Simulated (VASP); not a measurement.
Here is a VASP 6.6.1 calculation.

INCAR

```
SYSTEM = Hg3Pt
  PREC = Accurate
  ENCUT = 520
  EDIFF = 1E-8
  ISMEAR = -1
  SIGMA = 0.1
  LREAL = .FALSE.
  LASPH = .TRUE.
  NELM = 80
  ALGO = Normal
  ISIF = 2
  LWAVE = .FALSE.
  LCHARG = .FALSE.
  IBRION = 8
  NSW = 1
```

File KPOINTS:

```
regular mesh
0
G
  8 8 8
  0 0 0
```

The input POSCAR:

```
Hg3Pt
1.0
    4.3442210000      0.0000000000      0.0000000000
    0.0000000000      4.3442210000      0.0000000000
    0.0000000000      0.0000000000      4.3442210000
Hg Pt
3 1
Direct
    0.0000000000      0.5000000000      0.5000000000
    0.5000000000      0.0000000000      0.5000000000
    0.5000000000      0.5000000000      0.0000000000
    0.0000000000      0.0000000000      0.0000000000
```

Potentials or basis: VASP PAW LDA potentials, release 64 (Hg, Pt).

The run is started by

```console
$ cat potpaw_LDA.64/Hg/POTCAR potpaw_LDA.64/Pt/POTCAR > POTCAR
$ mpirun -np 1 vasp_std > vasp.out
```

Q: Estimate the highest phonon frequency at Γ.

A: 92 cm⁻¹.

Q: Estimate the most unstable mode.

A: 31i cm⁻¹.

Phonon frequencies in cm⁻¹ (negative: imaginary):
```csv
q point,frequencies
"(0.000, 0.000, 0.000)",-31 -31 -31 0 0 0 32 32 32 92 92 92
```

Caveat: the cell stands under pressure or tension, which shifts response properties; some modes are imaginary.
